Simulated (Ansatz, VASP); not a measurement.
## Co in VASP and in Ansatz

Contents of INCAR:

```
  ALGO = Normal
  EDIFF = 1E-7
  ENCUT = 520
  GGA = PE
  ISIF = 2
  ISMEAR = -1
  ISPIN = 2
  LASPH = T
  LCHARG = T
  LELF = T
  LMAXMIX = 4
  LORBIT = 11
  LREAL = F
  LVHAR = T
  LWAVE = F
  MAGMOM = 2 2
  NBANDS = 20
  NELM = 150
  PREC = Accurate
  SIGMA = 0.05
```

Contents of KPOINTS:

```
k-points
0
Gamma
  19 19 10
```

POSCAR

```
Co
1.0
    2.5273697045      0.0000000000      0.0000000000
   -1.2636848523      2.1887663689      0.0000000000
    0.0000000000      0.0000000000      4.1045914620
Co
2
Direct
    0.3333333333      0.6666666667      0.2500000000
    0.6666666667      0.3333333333      0.7500000000
```

Input for Ansatz:

```yaml
crystal:
  lattice:
    - [2.5273697045, 0.0, 0.0]
    - [-1.2636848523, 2.1887663689, 0.0]
    - [0.0, 0.0, 4.104591462]
  atoms:
    - { symbol: Co, position: [0.3333333333, 0.6666666667, 0.25], spin: 2.0 }
    - { symbol: Co, position: [0.6666666667, 0.3333333333, 0.75], spin: 2.0 }
magnetization:
  spin_polarized: true
kpoints:
  mp_grid: { grid: [19, 19, 10] }
  band_path:
    path:
      - [0.0, 0.0, 0.0]
      - [0.5, 0.0, 0.0]
      - [0.3333333333, 0.3333333333, 0.0]
      - [0.0, 0.0, 0.0]
      - [0.0, 0.0, 0.5]
      - [0.5, 0.0, 0.5]
      - [0.3333333333, 0.3333333333, 0.5]
      - [0.0, 0.0, 0.5]
      - [0.5, 0.0, 0.5]
    npoints: 5
scf:
  occupations: { method: fermi_dirac, width: 0.05 }
hamiltonian:
  xc: pbe
  pseudopotentials: { kind: all_electron, lapw: { basis_error: 0.0005 } }
output:
  forces: true
  stress: true
  eigenvalues: true
```

Change from the starting cell: volume scaled by 1.01.

Alike in both runs: task single point; functional PBE; k mesh 19 × 19 × 10; occupations fermi-dirac, width 0.05 eV; collinear spin.

|  | VASP | Ansatz |
| --- | --- | --- |
| version | VASP 6.6.1 | Ansatz 0.2.0 |
| potentials or method | VASP PAW PBE potentials, release 64 (Co), cutoff 520 eV | all-electron LAPW, scalar-relativistic |

Ansatz gave:

* pressure (GPa): -8.5
* traceless stress, the component that is largest in VASP (GPa): -0.74
* net moment per atom (μB): 1.65
* size of the moment on the site where the two differ most (μB): 1.71

**Question.** Estimate VASP's values.

**Answer.** Pressure (GPa): -8.9; traceless stress, the component that is largest in VASP (GPa): -0.88; net moment per atom (μB): 1.64; size of the moment on the site where the two differ most (μB): 1.67.

Site moments also hang on the region over which each program counts them. Ansatz ran all-electron here, and VASP with PAW potentials.
